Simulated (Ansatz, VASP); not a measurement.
AlNi in VASP and in Ansatz

The input POSCAR:

```
AlNi
1.0
    2.8810000000      0.0000000000      0.0000000000
    0.0000000000      2.8810000000      0.0000000000
    0.0000000000      0.0000000000      2.8810000000
Ni Al
1 1
Direct
    0.5000000000      0.5000000000      0.5000000000
    0.0000000000      0.0000000000      0.0000000000
```

File INCAR.step1:

```
SYSTEM = AlNi
PREC = Accurate ; ENCUT = 520
ISMEAR = -1 ; SIGMA = 0.05
LREAL = .FALSE. ; LASPH = .TRUE.
NELM = 150 ; ISPIN = 2
MAGMOM = 1 0 ; LMAXMIX = 4
NBANDS = 18 ; GGA = PE
ALGO = Normal ; EDIFF = 1E-4
LWAVE = .TRUE. ; LCHARG = .FALSE.
```

INCAR.step2

```
SYSTEM = AlNi
PREC = Accurate ; ENCUT = 520
EDIFF = 1E-6 ; ISMEAR = -1
SIGMA = 0.05 ; LREAL = .FALSE.
LASPH = .TRUE. ; NELM = 150
ALGO = Normal ; ISIF = 2
LWAVE = .FALSE. ; LCHARG = .FALSE.
ISPIN = 2 ; MAGMOM = 1 0
LORBIT = 11 ; LMAXMIX = 4
METAGGA = R2SCAN ; LMIXTAU = .TRUE.
NBANDS = 18 ; ISTART = 1
```

KPOINTS

```
regular mesh
0
G
  9 9 9
  0 0 0
```

File input.yaml:

```yaml
crystal:
  lattice:
    - [2.881, 0.0, 0.0]
    - [0.0, 2.881, 0.0]
    - [0.0, 0.0, 2.881]
  atoms:
    - { symbol: Ni, position: [0.5, 0.5, 0.5], spin: 1.0 }
    - { symbol: Al, position: [0.0, 0.0, 0.0] }
hamiltonian:
  xc: r2scan
  pseudopotentials: { kind: paw }
magnetization:
  spin_polarized: true
kpoints:
  mp_grid: { grid: [9, 9, 9] }
scf:
  occupations: { method: fermi_dirac, width: 0.05 }
output:
  forces: true
  stress: true
  eigenvalues: true
  write_density: true
  write_potential: true
  elf: true
  volumetric_format: npy
```

Alike in both runs: task single point; functional r2SCAN; k mesh 9 × 9 × 9; occupations fermi-dirac, width 0.05 eV; collinear spin.

|  | VASP | Ansatz |
| --- | --- | --- |
| version | VASP 6.6.1 | Ansatz 0.2.0 |
| potentials or method | VASP PAW PBE potentials, release 64 (Ni, Al) | Ansatz PAW |
| plane-wave cutoff (eV) | 520 | 500 |
| valence electrons in the cell | 13 | 21 |

Ansatz gave:

| Item | Value |
| --- | --- |
| gap on the k mesh at the Fermi level (eV) | none |
| pressure (GPa) | -3.2 |
| net moment per atom (μB) | 0.00 |

Task: Estimate VASP's values.

Result: gap on the k mesh at the Fermi level (eV): none; pressure (GPa): -3.4; net moment per atom (μB): 0.00.

VASP's potentials were made for PBE, not for r2SCAN. A gap of «none» marks a metal or a gap that the smearing closes. VASP's potentials hold 13 valence electrons a cell and Ansatz's 21, so a difference there can come from the potentials and not from the codes.

Noted on Ansatz's run: the magnetic or orbital state may not be the lowest.
